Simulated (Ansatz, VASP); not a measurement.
# One calculation of Si3SnSe4, two programs

The input INCAR:

```
SYSTEM = Si3SnSe4
ALGO = Normal
EDIFF = 1E-7
EDIFFG = -0.01
ENCUT = 600
GGA = PE
IBRION = 2
ISIF = 3
ISMEAR = 0
LASPH = .TRUE.
LCHARG = .FALSE.
LREAL = .FALSE.
LWAVE = .FALSE.
NELM = 100
NSW = 100
PREC = Accurate
SIGMA = 0.1
```

File KPOINTS:

```
k-points
0
G
  8 8 8
  0 0 0
```

The input POSCAR:

```
Si3SnSe4
1.0
    5.5642141796      0.0000000000      0.0000000000
    0.0000000000      5.5642141796      0.0000000000
    0.0000000000      0.0000000000      5.5642141796
Si Sn Se
3 1 4
Direct
    0.0000000000      0.5000000000      0.5000000000
    0.5000000000      0.0000000000      0.5000000000
    0.5000000000      0.5000000000      0.0000000000
    0.5000000000      0.5000000000      0.5000000000
    0.5000000000      0.0000000000      0.0000000000
    0.0000000000      0.5000000000      0.0000000000
    0.0000000000      0.0000000000      0.5000000000
    0.0000000000      0.0000000000      0.0000000000
```

Input for Ansatz:

```yaml
crystal:
  lattice:
    - [5.5642141796, 0.0, 0.0]
    - [0.0, 5.5642141796, 0.0]
    - [0.0, 0.0, 5.5642141796]
  atoms:
    - { symbol: Si, position: [0.0, 0.5, 0.5] }
    - { symbol: Si, position: [0.5, 0.0, 0.5] }
    - { symbol: Si, position: [0.5, 0.5, 0.0] }
    - { symbol: Sn, position: [0.5, 0.5, 0.5] }
    - { symbol: Se, position: [0.5, 0.0, 0.0] }
    - { symbol: Se, position: [0.0, 0.5, 0.0] }
    - { symbol: Se, position: [0.0, 0.0, 0.5] }
    - { symbol: Se, position: [0.0, 0.0, 0.0] }
basis:
  ecutwfc: 420
kpoints:
  mp_grid: { grid: [8, 8, 8] }
hamiltonian:
  xc: pbe
scf:
  occupations: { method: gaussian, width: 0.1 }
output:
  forces: true
  stress: true
  eigenvalues: true
  write_density: true
  write_potential: true
  elf: true
  volumetric_format: npy
relax:
  adjacent_minimum: "off"
  f_tol: 0.01
  max_steps: 80
  cell: { stress_tol: 0.05 }
```

Alike in both runs: task relaxation of cell and atoms; functional PBE; k mesh 8 × 8 × 8; occupations gaussian, width 0.1 eV; no spin polarisation.

|  | VASP | Ansatz |
| --- | --- | --- |
| version | VASP 6.6.1 | Ansatz 0.2.0 |
| potentials or method | VASP PAW PBE potentials, release 64 (Si, Sn_d, Se), cutoff 600 eV | scalar-relativistic, plane waves, PAW |
| valence electrons in the cell | 50 | 90 |

VASP gave:

* gap on the k mesh at the Fermi level, each at its own relaxed structure (eV): none
* relaxed volume (Å³/atom): 21.33
* relaxed cell length with the largest relative difference (Å): 5.546

Problem. Estimate Ansatz's values.

Solution. gap on the k mesh at the Fermi level, each at its own relaxed structure (eV): none; relaxed volume (Å³/atom): 21.32; relaxed cell length with the largest relative difference (Å): 5.546.

A gap of «none» marks a metal or a gap that the smearing closes. VASP's potentials hold 50 valence electrons a cell and Ansatz's 90, so a difference there can come from the potentials and not from the codes.
